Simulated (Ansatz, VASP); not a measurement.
**Bi2Te3 in VASP and in Ansatz**

```xyz
5
Lattice="2.1930 1.2661 10.1657 -2.1930 1.2661 10.1657 0.0000 -2.5323 10.1657" Properties=species:S:1:pos:R:3 pbc="T T T"
Bi    0.0000    0.0000   12.1978
Bi    0.0000    0.0000   18.2992
Te    0.0000    0.0000    0.0000
Te    0.0000    0.0000    6.3963
Te    0.0000    0.0000   24.1007
```

Alike in both runs: functional PBE; k mesh 6 × 6 × 6; no spin polarisation.

Ansatz relaxed the structure, and its values are those at the end. VASP's run is a single point on that final structure, the one shown.

|  | VASP | Ansatz |
| --- | --- | --- |
| version | VASP 6.6.1 | Ansatz 0.2.0 |
| potentials or method | VASP PAW PBE potentials, release 64 (Bi_d, Te), cutoff 520 eV | plane waves, PAW |
| occupations | methfessel-paxton of order 1, width 0.01 eV | cold, width 0.01 eV |
| valence electrons in the cell | 48 | 78 |

Ansatz gave:

| Item | Value |
| --- | --- |
| gap on the k mesh at the Fermi level (eV) | 0.29 |
| rms of the force components (eV/Å) | 0.000 |

**Question.** Which values does VASP return?

**Answer.** gap on the k mesh at the Fermi level (eV): 0.28; rms of the force components (eV/Å): 0.006.

VASP's potentials hold 48 valence electrons a cell and Ansatz's 78, so a difference there can come from the potentials and not from the codes.

Spin-orbit coupling is off throughout.
